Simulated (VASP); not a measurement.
# B2Ir (P4/mmm) in VASP: further runs

B2Ir is run at these levels: PBE; tasks: single point.

All numbers are computed with VASP 6.6.1; they aren't measurements. Logs are shortened: lines on timing, memory, paths and dates and some standing lists are left out, and cuts for length are marked.

## Step 1: The cell of the first run

The structure is tetragonal, space group P4/mmm (No. 123). The conventional cell has a = 2.395 Å, b = 2.395 Å, c = 4.576 Å, α = 90.00°, β = 90.00°, γ = 90.00°. B (site symmetry 4mm) has 4 Ir at 2.10 Å and 6 B at 2.11 to 2.47 Å within 2.8 Å. Within 2.8 Å of Ir (site symmetry 4/mmm) lie 8 B at 2.10 Å and 4 Ir at 2.40 Å.

The cell was built from a structure type or drawn by symmetry, and may not be a known phase.

## Step 2: Single point, PBE

File INCAR:

```
ALGO     = Normal         # electronic algorithm
EDIFF    = 1E-6           # SCF threshold, eV
ENCUT    = 500            # plane-wave cutoff, eV
GGA      = PE             # functional
GGA_COMPAT= False        
ISIF     = 2              # what is computed and relaxed
ISMEAR   = 0              # smearing method
LASPH    = True           # aspherical terms in the spheres
LCHARG   = False          # write CHGCAR
LREAL    = False          # projectors in reciprocal space
LWAVE    = False          # write WAVECAR
NBANDS   = 14             # bands
NELM     = 120            # most SCF steps
PREC     = Accurate       # precision mode
SIGMA    = 0.1            # smearing width, eV
```

File KPOINTS:

```
k-points
0
Gamma
  8 8 4
```

File POSCAR:

```
B2Ir
1.0
    2.3952604900      0.0000000000      0.0000000000
    0.0000000000      2.3952604900      0.0000000000
    0.0000000000      0.0000000000      4.5763394900
B Ir
2 1
Direct
    0.5000000000      0.5000000000      0.2700000100
    0.5000000000      0.5000000000      0.7299999900
    0.0000000000      0.0000000000      0.0000000000
```

Potentials or basis: VASP PAW PBE potentials, release 64 (B, Ir).

Run with:

```console
$ cat potpaw_PBE.64/B/POTCAR potpaw_PBE.64/Ir/POTCAR > POTCAR
$ mpirun -np 1 vasp_std > vasp.out
```

OUTCAR:

```text
EDIFF = 1E-6
   ENCUT = 500
   GGA = PE
   ISIF = 2
   ISMEAR = 0
   LASPH = True
   LREAL = False
   NELM = 120
   PREC = Accurate

 ion  position               nearest neighbor table
   1  0.500  0.500  0.270-   3 2.10   3 2.10   3 2.10   3 2.10   2 2.11
   2  0.500  0.500  0.730-   3 2.10   3 2.10   3 2.10   3 2.10   1 2.11
   3  0.000  0.000  0.000-   1 2.10   2 2.10   1 2.10   2 2.10   1 2.10   2 2.10   1 2.10   2 2.10

  LATTYP: Found a simple tetragonal cell.
 ALAT       =     2.3952604900
 C/A-ratio  =     1.9105811285

  Lattice vectors:

 A1 = (   2.3952604900,   0.0000000000,   0.0000000000)
 A2 = (   0.0000000000,   2.3952604900,   0.0000000000)
 A3 = (   0.0000000000,   0.0000000000,   4.5763394900)

Analysis of symmetry for initial positions (statically):
=====================================================================
 Subroutine PRICEL returns:
 Original cell was already a primitive cell.

 Routine SETGRP: Setting up the symmetry group for a
 simple tetragonal supercell.

 Subroutine GETGRP returns: Found 16 space group operations
 (whereof 16 operations were pure point group operations)
 out of a pool of 16 trial point group operations.

The static configuration has the point symmetry D_4h.

Analysis of symmetry for dynamics (positions and initial velocities):
=====================================================================
 Subroutine PRICEL returns:
 Original cell was already a primitive cell.

 Routine SETGRP: Setting up the symmetry group for a
 simple tetragonal supercell.

 Subroutine GETGRP returns: Found 16 space group operations
 (whereof 16 operations were pure point group operations)
 out of a pool of 16 trial point group operations.

The dynamic configuration has the point symmetry D_4h.

 Subroutine INISYM returns: Found 16 space group operations
 (whereof 16 operations are pure point group operations),
 and found     1 'primitive' translations

----------------------------------------------------------------------------------------

                                     Primitive cell

  volume of cell :      26.2557

  direct lattice vectors                    reciprocal lattice vectors
     2.395260490  0.000000000  0.000000000     0.417491126  0.000000000  0.000000000
     0.000000000  2.395260490  0.000000000     0.000000000  0.417491126  0.000000000
     0.000000000  0.000000000  4.576339490     0.000000000  0.000000000  0.218515257

  length of vectors
     2.395260490  2.395260490  4.576339490     0.417491126  0.417491126  0.218515257

  position of ions in fractional coordinates (direct lattice)
     0.500000000  0.500000000  0.270000010
     0.500000000  0.500000000  0.729999990
     0.000000000  0.000000000  0.000000000

  ion indices of the primitive-cell ions
   primitive index   ion index
                 1           1
                 2           2
                 3           3

----------------------------------------------------------------------------------------

 KPOINTS: k-points

Automatic generation of k-mesh.
 Grid dimensions read from file:
 generate k-points for:    8    8    4

 Generating k-lattice:

  Cartesian coordinates                     Fractional coordinates (reciprocal lattice)
     0.052186391  0.000000000  0.000000000     0.125000000  0.000000000  0.000000000
     0.000000000  0.052186391  0.000000000     0.000000000  0.125000000  0.000000000
     0.000000000  0.000000000  0.054628814     0.000000000  0.000000000  0.250000000

  Length of vectors
     0.052186391  0.052186391  0.054628814

  Shift w.r.t. Gamma in fractional coordinates (k-lattice)
     0.000000000  0.000000000  0.000000000

 Subroutine IBZKPT returns following result:
 ===========================================

 Found     45 irreducible k-points:

 Following reciprocal coordinates:
            Coordinates               Weight
  0.000000  0.000000  0.000000      1.000000
  0.125000  0.000000  0.000000      4.000000
  0.250000  0.000000  0.000000      4.000000
  0.375000  0.000000  0.000000      4.000000
  0.500000  0.000000  0.000000      2.000000
  0.125000  0.125000  0.000000      4.000000
[... 16 lines left out ...]
  0.375000  0.125000  0.250000     16.000000
  0.500000  0.125000  0.250000      8.000000
 [... further k-points ...]
   k-points           NKPTS =     45   k-points in BZ     NKDIM =     45   number of bands    NBANDS=     14
   number of dos      NEDOS =    301   number of ions     NIONS =      3
   total plane-waves  NPLWV =  11664
   dimension x,y,z NGX =    18 NGY =   18 NGZ =   36
   dimension x,y,z NGXF=    36 NGYF=   36 NGZF=   72
   ions per type =               2   1
   NGX,Y,Z   is equivalent  to a cutoff of  12.49, 12.49, 13.08 a.u.
   NGXF,Y,Z  is equivalent  to a cutoff of  24.99, 24.99, 26.16 a.u.
 SYSTEM =  unknown system
   PREC   = accura    normal or accurate (medium, high low for compatibility)
   ISTART =      0    job   : 0-new  1-cont  2-samecut
   ICHARG =      2    charge: 1-file 2-atom 10-const
   ISPIN  =      1    spin polarized calculation?
   LNONCOLLINEAR =      F non collinear calculations
   LSORBIT =      F    spin-orbit coupling
   LASPH  =      T    aspherical Exc in radial PAW
   ENCUT  =  500.0 eV  36.75 Ry    6.06 a.u.   4.37  4.37  8.34*2*pi/ulx,y,z
   NELM   =    120;   NELMIN=  2; NELMDL= -5     # of ELM steps
   EDIFF  = 0.1E-05   stopping-criterion for ELM
   LREAL  =      F    real-space projection
   EDIFFG = 0.1E-04   stopping-criterion for IOM
   NSW    =      0    number of steps for IOM
   IBRION =     -1    ionic relax: 0-MD 1-quasi-New 2-CG
   NFREE  =      0    steps in history (QN), initial steepest desc. (CG)
   ISIF   =      2    stress and relaxation
   ISYM   =      2    0-nonsym 1-usesym 2-fastsym
   POTIM  = 0.5000    time-step for ionic-motion
   TEBEG  =    0.0;   TEEND  =   0.0 temperature during run
   PSTRESS=    0.0 pullay stress
   NELECT =      15.0000    total number of electrons
   NUPDOWN=      -1.0000    fix difference up-down
   EMIN   =  10.00;   EMAX   =-10.00  energy-range for DOS
   EFERMI =   0.00;   METHOD = LEGACY
   ISMEAR =     0;   SIGMA  =   0.10  broadening in eV -4-tet -1-fermi 0-gaus
   EFERMI_NEDOS =   21; number of points for ismear=-14 and -15
   IALGO  =     38    algorithm
   IMIX   =      4    mixing-type and parameters
     AMIX     =   0.40;   BMIX     =  1.00
     AMIX_MAG =   1.60;   BMIX_MAG =  1.00
  volume/ion in A,a.u.               =       8.75        59.06
  Fermi-wavevector in a.u.,A,eV,Ry     =   1.358409  2.567022 25.106505  1.845276
  Thomas-Fermi vector in A             =   2.485245
   LORBIT       =      0    0 simple, 1 ext, 2 COOP (PROOUT), +10 PAW based schemes
   GGA     = PE    functional components
   LHFCALC =     F    Hartree Fock is set to
   AEXX    =    0.0000 exact exchange contribution
   IVDW    =     0    specifies the selected vdW correction
   LEPSILON=     F    determine dielectric tensor
   LRPA    =     F    only Hartree local field effects (RPA)
 non-spin polarized calculation
 Gauss-broadening in eV      SIGMA  =   0.10
  energy-cutoff  :      500.00
  volume of cell :       26.26
 maximum number of plane-waves:       681
 NGX is ok and might be reduce to    18
   NGX =  9   NGY =  9   NGZ = 17

 number of electron      15.0000002 magnetization

 Free energy of the ion-electron system (eV)
  ---------------------------------------------------
  ext. energy  EPLUGINS =         0.00000000
  ---------------------------------------------------
  free energy    TOTEN  =       -18.20712389 eV

  energy without entropy =      -18.20281811  energy(sigma->0) =      -18.20497100

 E-fermi :  10.0666     XC(G=0): -13.1420

 val. band max:        9.9830708895   @ k =   0.3750   0.1250   0.0000
 cond. band min:      10.1088162266   @ k =   0.2500   0.1250   0.2500
 fundamental gap:      0.1257453371
 Fermi energy:        10.0665681684

 k-point     1 :       0.0000    0.0000    0.0000
  band No.  band energies     occupation
      1      -5.8691      2.00000
      2      -0.0612      2.00000
      3       0.1945      2.00000
      4       2.0573      2.00000
      5       6.6400      2.00000
      6       6.6400      2.00000
      7       8.4000      2.00000
      8       9.9733      1.81290
      9      14.3918      0.00000
     10      14.3918      0.00000
     11      16.0425      0.00000
     12      20.7860      0.00000
     13      20.7860      0.00000
     14      23.8166      0.00000

 k-point     2 :       0.1250    0.0000    0.0000
  band No.  band energies     occupation
      1      -5.3017      2.00000
      2       0.2781      2.00000
      3       0.7313      2.00000
      4       1.5430      2.00000
      5       6.5385      2.00000
      6       6.8612      2.00000
      7       8.4093      2.00000
      8       8.7211      2.00000
      9      13.1804      0.00000
     10      15.4997      0.00000
     11      16.5724      0.00000
     12      19.7635      0.00000
     13      20.3750      0.00000
     14      24.5563      0.00000

 k-point     3 :       0.2500    0.0000    0.0000
  band No.  band energies     occupation
      1      -3.8734      2.00000
      2       0.3557      2.00000
      3       1.0468      2.00000
      4       2.1658      2.00000
      5       6.5499      2.00000
      6       6.7464      2.00000
      7       7.4546      2.00000
      8       7.9995      2.00000
      9      11.6473      0.00000
     10      16.9665      0.00000
     11      17.2850      0.00000
     12      19.1849      0.00000
     13      19.2970      0.00000
     14      20.9568      0.00000
[... 324 lines left out ...]
 k-point    23 :       0.3750    0.1250    0.2500
  band No.  band energies     occupation
      1      -1.4987      2.00000
      2      -0.7521      2.00000
      3       1.8669      2.00000
      4       3.0902      2.00000
      5       4.5485      2.00000
      6       5.8255      2.00000
      7       7.4106      2.00000
      8       9.6641      2.00000
      9      12.7402      0.00000
     10      15.5596      0.00000
     11      16.2192      0.00000
     12      18.2455      0.00000
     13      19.6900      0.00000
     14      21.3478      0.00000

 k-point    24 :       0.5000    0.1250    0.2500
  band No.  band energies     occupation
      1      -1.1417      2.00000
      2       0.2242      2.00000
      3       0.3947      2.00000
      4       3.8770      2.00000
      5       4.8120      2.00000
      6       5.0046      2.00000
      7       7.9124      2.00000
      8       9.6409      2.00000
      9      13.4534      0.00000
     10      15.1228      0.00000
     11      15.7006      0.00000
     12      18.8853      0.00000
     13      20.2574      0.00000
     14      20.8414      0.00000

 [... further k-points ...]

------------------------ aborting loop because EDIFF is reached ----------------------------------------

  FORCE on cell =-STRESS in cart. coord.  units (eV):
  Direction    XX          YY          ZZ          XY          YZ          ZX
  --------------------------------------------------------------------------------------
  -------------------------------------------------------------------------------------
  Total       24.4904797     24.4904797      4.0963373      0.0000000      0.0000000     -0.0000000
  in kB     1494.4594567   1494.4594567    249.9669311      0.0000000      0.0000000     -0.0000000
  external PRESSURE =    1079.6286148 kB  Pullay stress =       0.0000000 kB

 VOLUME and BASIS-vectors are now :
 -----------------------------------------------------------------------------
  energy-cutoff  :      500.00
  volume of cell :       26.26
      direct lattice vectors                 reciprocal lattice vectors
     2.395260490  0.000000000  0.000000000     0.417491126  0.000000000  0.000000000
     0.000000000  2.395260490  0.000000000     0.000000000  0.417491126  0.000000000
     0.000000000  0.000000000  4.576339490     0.000000000  0.000000000  0.218515257

 POSITION                                       TOTAL-FORCE (eV/Angst)
 -----------------------------------------------------------------------------------
      1.19763      1.19763      1.23561        -0.000000     -0.000000      6.429581
      1.19763      1.19763      3.34073         0.000000      0.000000     -6.429581
      0.00000      0.00000      0.00000         0.000000     -0.000000      0.000000
 -----------------------------------------------------------------------------------
    total drift:                                0.000000      0.000000      0.000000

  FREE ENERGIE OF THE ION-ELECTRON SYSTEM (eV)
  ---------------------------------------------------
  free  energy   TOTEN  =       -18.2071238948 eV

  energy  without entropy=      -18.2028181108  energy(sigma->0) =      -18.20497100
```

Run time: 12 s. Hardware: 1 thread of AMD EPYC 7R43 (Zen 3), shared host; peak memory 0.11 GiB.

What came out:

```yaml
Free_energy: -18.2071 eV
Pressure: 108.0 GPa
Largest_force: 6.430 eV/Å
Band_gap_on_the_k_mesh: zero (an odd number of electrons rules out a gap without spin polarisation)
```

Forces on the atoms (eV/Å):
```
B    0.000  0.000  6.430
B    0.000  0.000 -6.430
Ir   0.000  0.000  0.000
```

Stress tensor (GPa, compression positive):
```
149.45   0.00   0.00
  0.00 149.45   0.00
  0.00   0.00  25.00
```

Caveat: the cell stands under pressure; spin-orbit coupling is left out, which moves the levels of the heavy elements; forces of over 1 eV/Å act on the atoms, so gaps and moduli don't describe the material at rest.

## Step 3: Single point, PBE

This run uses another cell than the first one, of 10.17 Å³/atom.

File INCAR:

```
SYSTEM = B2Ir
PREC = Accurate
ENCUT = 500
EDIFF = 1E-6
ISMEAR = 0
SIGMA = 0.1
LREAL = .FALSE.
LASPH = .TRUE.
NELM = 120
ALGO = Normal
ISIF = 2
LWAVE = .FALSE.
LCHARG = .FALSE.
GGA = PE
NBANDS = 14
GGA_COMPAT = .FALSE.
```

File KPOINTS:

```
Automatic mesh
0
G
  8 8 4
  0 0 0
```

File POSCAR:

```
B2Ir
1.0
    2.6952009000      0.0000000000      0.0000000000
    0.0000000000      2.6952009000      0.0000000000
    0.0000000000      0.0000000000      4.2016075998
B Ir
2 1
Direct
    0.5000000000      0.5000000000      0.3013245929
    0.5000000000      0.5000000000      0.6986754071
    0.0000000000      0.0000000000      0.0000000000
```

Potentials or basis: VASP PAW PBE potentials, release 64 (B, Ir).

Run with:

```console
$ cat potpaw_PBE.64/B/POTCAR potpaw_PBE.64/Ir/POTCAR > POTCAR
$ mpirun -np 1 vasp_std > vasp.out
```

It took 12 s on 1 thread of AMD EPYC 7R43 (Zen 3), shared host; peak memory 0.11 GiB.

It converged, with:

```yaml
Free_energy: -21.6579 eV
Pressure: 0.5 GPa
Largest_force: 0.046 eV/Å
Band_gap_on_the_k_mesh: zero (an odd number of electrons rules out a gap without spin polarisation)
```

Forces in eV/Å, atoms in the order of the input:
```
B    0.000  0.000  0.046
B    0.000  0.000 -0.046
Ir   0.000  0.000  0.000
```

Stress tensor (GPa, compression positive):
```
0.49 0.00 0.00
0.00 0.49 0.00
0.00 0.00 0.63
```

Levels at points of the mesh, in eV from the Fermi level:
```
           k point  band 3  band 4  band 5  band 6  band 7  band 8  band 9  band 10  band 11  band 12
(0.00, 0.00, 0.00)   -6.63   -4.93   -2.49   -2.49   -0.84   -0.73    2.42     2.42     9.84     9.84
(0.50, 0.00, 0.00)   -7.59   -4.62   -4.13   -3.73   -1.41   -0.18    1.39     6.13     6.29     7.44
(0.50, 0.50, 0.00)   -6.02   -3.82   -3.64   -3.64   -2.42    0.60    1.17     6.28     7.06     8.41
(0.00, 0.00, 0.50)   -6.60   -3.87   -2.89   -2.89   -0.84    0.28    5.09     5.09     6.04     6.04
(0.50, 0.00, 0.50)   -7.01   -4.54   -3.98   -3.14   -2.99   -1.48    2.03     4.24     7.31     8.82
(0.50, 0.50, 0.50)   -6.99   -4.82   -1.56   -1.07   -1.07    1.17    2.79     3.32     3.32     5.55
```

Caveat: the k points lie up to 0.37 Å⁻¹ apart, too coarse for converged energies and pressures of a metal; spin-orbit coupling is left out, which moves the levels of the heavy elements.
